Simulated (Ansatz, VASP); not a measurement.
## One calculation of Sn, two programs

POSCAR

```
Sn
1.0
   -2.9482820713      2.9504023647      1.5888172584
    2.9504023647     -2.9482820713      1.5888172584
    2.9460530987      2.9460530987     -1.5849306448
Sn
2
Direct
    0.0000251473      0.9999748527      0.0000000000
    0.7499748527      0.2500251473      0.5000000000
```

INCAR.step1

```
PREC     = Accurate       # precision mode
ENCUT    = 520            # plane-wave cutoff, eV
ISMEAR   = -1             # smearing method
SIGMA    = 0.1            # smearing width, eV
LREAL    = F              # projectors in reciprocal space
LASPH    = T              # aspherical terms in the spheres
NELM     = 60             # most SCF steps
NBANDS   = 21             # bands
GGA      = PE             # functional
ALGO     = Normal         # electronic algorithm
EDIFF    = 1E-4           # SCF threshold, eV
LWAVE    = T              # write WAVECAR
LCHARG   = F              # write CHGCAR
```

The input INCAR.step2:

```
PREC     = Accurate       # precision mode
ENCUT    = 520            # plane-wave cutoff, eV
EDIFF    = 1E-6           # SCF threshold, eV
ISMEAR   = -1             # smearing method
SIGMA    = 0.1            # smearing width, eV
LREAL    = F              # projectors in reciprocal space
LASPH    = T              # aspherical terms in the spheres
NELM     = 60             # most SCF steps
ALGO     = Normal         # electronic algorithm
ISIF     = 2              # what is computed and relaxed
LWAVE    = F              # write WAVECAR
LCHARG   = T              # write CHGCAR
METAGGA  = R2SCAN         # meta-GGA
LMIXTAU  = T            
LELF     = T              # ELF
LVHAR    = T            
NBANDS   = 21             # bands
ISTART   = 1
```

Contents of KPOINTS:

```
Automatic mesh
0
Gamma
  11 11 8
```

Input for Ansatz:

```yaml
crystal:
  lattice:
    - [-2.9482820713, 2.9504023647, 1.5888172584]
    - [2.9504023647, -2.9482820713, 1.5888172584]
    - [2.9460530987, 2.9460530987, -1.5849306448]
  atoms:
    - { symbol: Sn, position: [2.51473e-05, 0.9999748527, 0.0] }
    - { symbol: Sn, position: [0.7499748527, 0.2500251473, 0.5] }
hamiltonian:
  xc: r2scan
  pseudopotentials:
    kind: paw
    azcp:
      Sn: "pseudopotentials/Sn.paw.azcp"
basis:
  ecutwfc: 500
  fft_grid_basis: typed
kpoints:
  mp_grid: { grid: [11, 11, 8], shift: [0, 0, 0] }
magnetization:
  spin_polarized: false
scf:
  occupations: { method: fermi_dirac, width: 0.1 }
  lower_state_search: "off"
output:
  stress: true
```

Alike in both runs: task single point; functional r2SCAN; k mesh 11 × 11 × 8; occupations fermi-dirac, width 0.1 eV; no spin polarisation.

|  | VASP | Ansatz |
| --- | --- | --- |
| version | VASP 6.6.1 | Ansatz 0.2.0 |
| potentials or method | VASP PAW PBE potentials, release 64 (Sn_d), cutoff 520 eV | plane waves (500 eV) with PAW, scalar-relativistic |
| valence electrons in the cell | 28 | 28 |

```tsv
	VASP	Ansatz	Ansatz less VASP
pressure (GPa)	0.0	0.0	+0.01
```

VASP's potentials were made for PBE, not for r2SCAN. With one functional, cell and mesh, what is left measures potentials, basis and numerics.
